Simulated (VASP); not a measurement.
# Re (P6_3/mmc) in VASP: further runs, part 2 of 3

VASP 6.6.1. Earlier steps stand in the parts before.

### 3 Single point, LDA

This run uses another cell than the first one, of 14.33 Å³/atom.

INCAR reads:

```
PREC = Accurate
ENCUT = 560
EDIFF = 1E-6
ISMEAR = -1
SIGMA = 0.03
LREAL = False
LASPH = True
NELM = 120
ALGO = Normal
ISIF = 2
LWAVE = False
LCHARG = True
LELF = True
LVHAR = True
NBANDS = 22
GGA_COMPAT = False
```

KPOINTS reads:

```
regular mesh
0
Gamma
  13 13 7
```

POSCAR reads:

```
Re
1.0
    2.7391880258      0.0000000000      0.0000000000
   -1.3695940129      2.3722064161      0.0000000000
    0.0000000000      0.0000000000      4.4118668232
Re
2
Direct
    0.3333333333      0.6666666667      0.2500000000
    0.6666666667      0.3333333333      0.7500000000
```

Potentials or basis: VASP PAW LDA potentials, release 64 (Re_sv_GW).

On the command line:

```console
cat potpaw_LDA.64/Re_sv_GW/POTCAR > POTCAR
mpirun -np 1 vasp_std > vasp.out
```

OUTCAR:

```text
PREC = Accurate
   ENCUT = 560
   EDIFF = 1E-6
   ISMEAR = -1
   LREAL = False
   LASPH = True
   NELM = 120
   ISIF = 2

 ion  position               nearest neighbor table
   1  0.333  0.667  0.250-   2 2.71   2 2.71   2 2.71   2 2.71   2 2.71   2 2.71
   2  0.667  0.333  0.750-   1 2.71   1 2.71   1 2.71   1 2.71   1 2.71   1 2.71

  LATTYP: Found a hexagonal cell.
 ALAT       =     2.7391880258
 C/A-ratio  =     1.6106476743

  Lattice vectors:

 A1 = (   2.7391880258,   0.0000000000,   0.0000000000)
 A2 = (  -1.3695940129,   2.3722064161,   0.0000000000)
 A3 = (   0.0000000000,   0.0000000000,   4.4118668232)

Analysis of symmetry for initial positions (statically):
=====================================================================
 Subroutine PRICEL returns:
 Original cell was already a primitive cell.

 Routine SETGRP: Setting up the symmetry group for a
 hexagonal supercell.

 Subroutine GETGRP returns: Found 24 space group operations
 (whereof 12 operations were pure point group operations)
 out of a pool of 24 trial point group operations.

[... 160 lines left out ...]
  free energy    TOTEN  =       -30.76233388 eV

  energy without entropy =      -30.75804878  energy(sigma->0) =      -30.76019133

 E-fermi :  13.2195     XC(G=0): -14.5759

 val. band max:       13.1994739399   @ k =   0.1538   0.0769   0.0000
 cond. band min:      13.2385180686   @ k =   0.1538   0.0769   0.1429
 fundamental gap:      0.0390441288
 Fermi energy:        13.2195124611

 k-point     1 :       0.0000    0.0000    0.0000
  band No.  band energies     occupation
      1     -66.1869      2.00000
      2     -66.0440      2.00000
      3     -28.9726      2.00000
      4     -27.8033      2.00000
      5     -27.8033      2.00000
      6     -27.6069      2.00000
[... 589 lines left out ...]
     21      24.5565      0.00000
     22      28.2635      0.00000

 [... further k-points ...]

------------------------ aborting loop because EDIFF is reached ----------------------------------------

  FORCE on cell =-STRESS in cart. coord.  units (eV):
  Direction    XX          YY          ZZ          XY          YZ          ZX
  --------------------------------------------------------------------------------------
  -------------------------------------------------------------------------------------
  Total       -0.0409487     -0.0409487     -0.0714365     -0.0000000      0.0000000      0.0000000
  in kB       -2.2885160     -2.2885160     -3.9924023     -0.0000000      0.0000000      0.0000000
  external PRESSURE =      -2.8564781 kB  Pullay stress =       0.0000000 kB

 VOLUME and BASIS-vectors are now :
 -----------------------------------------------------------------------------
  energy-cutoff  :      560.00
  volume of cell :       28.67
      direct lattice vectors                 reciprocal lattice vectors
     2.739188026  0.000000000  0.000000000     0.365071689  0.210774238  0.000000000
    -1.369594013  2.372206416  0.000000000     0.000000000  0.421548476  0.000000000
     0.000000000  0.000000000  4.411866823     0.000000000  0.000000000  0.226661420

 POSITION                                       TOTAL-FORCE (eV/Angst)
 -----------------------------------------------------------------------------------
     -0.00000      1.58147      1.10297         0.000000      0.000000      0.000000
      1.36959      0.79074      3.30890        -0.000000      0.000000      0.000000
 -----------------------------------------------------------------------------------
    total drift:                               -0.000000      0.000000     -0.000000

  FREE ENERGIE OF THE ION-ELECTRON SYSTEM (eV)
  ---------------------------------------------------
  free  energy   TOTEN  =       -30.7623338783 eV

  energy  without entropy=      -30.7580487814  energy(sigma->0) =      -30.76019133
```

OSZICAR:

```text
N       E                     dE             d eps       ncg     rms          rms(c)
DAV:   1     0.283353398016E+03    0.28335E+03   -0.21792E+04  3768   0.152E+03
DAV:   2    -0.201415345291E+02   -0.30349E+03   -0.29170E+03  4562   0.435E+02
DAV:   3    -0.328343312697E+02   -0.12693E+02   -0.12576E+02  4524   0.832E+01
DAV:   4    -0.329640594184E+02   -0.12973E+00   -0.12970E+00  4060   0.845E+00
DAV:   5    -0.329650766271E+02   -0.10172E-02   -0.10172E-02  4596   0.677E-01    0.155E+02
DAV:   6    -0.310700524312E+02    0.18950E+01   -0.28288E+00  4110   0.117E+01    0.920E+01
DAV:   7    -0.308413385407E+02    0.22871E+00   -0.20788E+00  4380   0.947E+00    0.807E+00
DAV:   8    -0.307620736431E+02    0.79265E-01   -0.28713E-01  4014   0.402E+00    0.122E+00
DAV:   9    -0.307623944421E+02   -0.32080E-03   -0.40534E-03  4404   0.543E-01    0.136E+00
DAV:  10    -0.307623347218E+02    0.59720E-04   -0.28313E-04  4118   0.126E-01    0.815E-02
DAV:  11    -0.307623338783E+02    0.84348E-06   -0.42262E-06  4476   0.156E-02
   1 F= -.30762334E+02 E0= -.30760191E+02  d E =-.428510E-02
```

stdout:

```text
POSCAR found type information on POSCAR Re
 POSCAR found :  1 types and       2 ions
 scaLAPACK will be used
 LDA part: xc-table for (Slater(with rela. corr.)+CA(PZ))
 , standard interpolation
 POSCAR, INCAR and KPOINTS ok, starting setup
 FFT: planning ... GRIDC
 FFT: planning ... GRID_SOFT
 FFT: planning ... GRID
 WAVECAR not read
 entering main loop
```

Wall time 24 s (1 thread of Intel Xeon Platinum 8488C (Sapphire Rapids), shared host); peak memory 0.17 GiB.

Results:

| Item | Value |
| --- | --- |
| Free energy | -30.7623 eV |
| Pressure | -0.3 GPa |
| Band gap on the k mesh | zero (bands 15 and 16 overlap by 3.05 eV) |

Levels at points of the mesh, in eV from the Fermi level:
```tsv
k point	band 11	band 12	band 13	band 14	band 15	band 16	band 17	band 18	band 19	band 20
(0.00, 0.00, 0.00)	-1.65	-1.65	-1.61	-0.77	-0.77	0.16	0.16	0.86	3.49	3.49
```

Caveat: spin-orbit coupling is left out, which moves the levels of the heavy elements.

### 4 Relaxation of cell and atoms, LDA

This run uses another cell than the first one, of 14.71 Å³/atom.

INCAR reads:

```
PREC     = Accurate       # precision mode
ENCUT    = 560            # plane-wave cutoff, eV
EDIFF    = 1E-7           # SCF threshold, eV
ISMEAR   = -1             # smearing method
SIGMA    = 0.1            # smearing width, eV
LREAL    = F              # projectors in reciprocal space
LASPH    = T              # aspherical terms in the spheres
NELM     = 120            # most SCF steps
ALGO     = Normal         # electronic algorithm
ISIF     = 3              # what is computed and relaxed
LWAVE    = F              # write WAVECAR
LCHARG   = F              # write CHGCAR
GGA      = CA             # functional
IBRION   = 2              # ionic algorithm
NSW      = 80             # ionic steps
EDIFFG   = -0.01          # ionic threshold
GGA_COMPAT= F            
NELMIN   = 4
```

KPOINTS is that of step 3.

POSCAR reads:

```
Re
1.0
    2.7607987292      0.0000000000      0.0000000000
   -1.3803993646      2.3909218342      0.0000000000
    0.0000000000      0.0000000000      4.4582000000
Re
2
Direct
    0.3333333333      0.6666666667      0.2500000000
    0.6666666667      0.3333333333      0.7500000000
```

On the command line:

```console
cat potpaw_LDA.64/Re_sv_GW/POTCAR > POTCAR
mpirun -np 1 vasp_std > vasp.out
```

Run time: 2.9 min. Hardware: 1 thread of Intel Xeon Platinum 8375C at 2.90GHz (Ice Lake), shared host; peak memory 0.18 GiB.

Results (log left out):

| Item | Value |
| --- | --- |
| Free energy | -30.7905 eV |
| Relaxed volume | 14.34 Å³/atom |
| Relaxed cell | a = 2.740 Å, b = 2.740 Å, c = 4.412 Å, α = 90.00°, β = 90.00°, γ = 120.00° |
| Space group after relaxing (to 0.1 Å) | P6_3/mmc (No. 194) |
| Energy gained by relaxing | 12.2 meV/atom |
| Ionic steps | 9 |
| Pressure after relaxing | 0.0 GPa |
| Band gap on the k mesh | zero (bands 15 and 16 overlap by 3.05 eV) |

The path:
```
step  energy change (eV)  largest force (eV/Å)  pressure (GPa)  volume (Å³)
   1              0.0000                0.0000          -10.07        29.43
   2              0.4756                0.0000           58.50        25.66
   3             -0.0242                0.0000           -0.56        28.72
   4             -0.0243                0.0000           -0.05        28.68
   5             -0.0243                0.0000            0.16        28.67
   6             -0.0243                0.0000            0.13        28.67
   7             -0.0243                0.0000            0.14        28.67
   8             -0.0243                0.0000           -0.44        28.71
   9             -0.0243                0.0000            0.00        28.68
```

Final structure:
```cif
data_structure
_symmetry_space_group_name_H-M 'P 1'
_symmetry_Int_Tables_number 1
_cell_length_a 2.7396
_cell_length_b 2.7396
_cell_length_c 4.4122
_cell_angle_alpha 90.000
_cell_angle_beta 90.000
_cell_angle_gamma 120.000
_cell_volume 28.68
loop_
_atom_site_label
_atom_site_type_symbol
_atom_site_fract_x
_atom_site_fract_y
_atom_site_fract_z
_atom_site_occupancy
Re1 Re 0.33333 0.66667 0.25000 1
Re2 Re 0.66667 0.33333 0.75000 1
```

Levels at points of the mesh, in eV from the Fermi level:
| k point | band 13 | band 14 | band 15 | band 16 | band 17 | band 18 |
| --- | --- | --- | --- | --- | --- | --- |
| (0.00, 0.00, 0.00) | -1.63 | -0.80 | -0.80 | 0.14 | 0.14 | 0.84 |

Caveat: spin-orbit coupling is left out, which moves the levels of the heavy elements. LDA usually gives volumes a few per cent too small.

(Part 2 of 3 ends here.)

The gap in the log of VASP goes by the Fermi energy; the results here count the filled bands.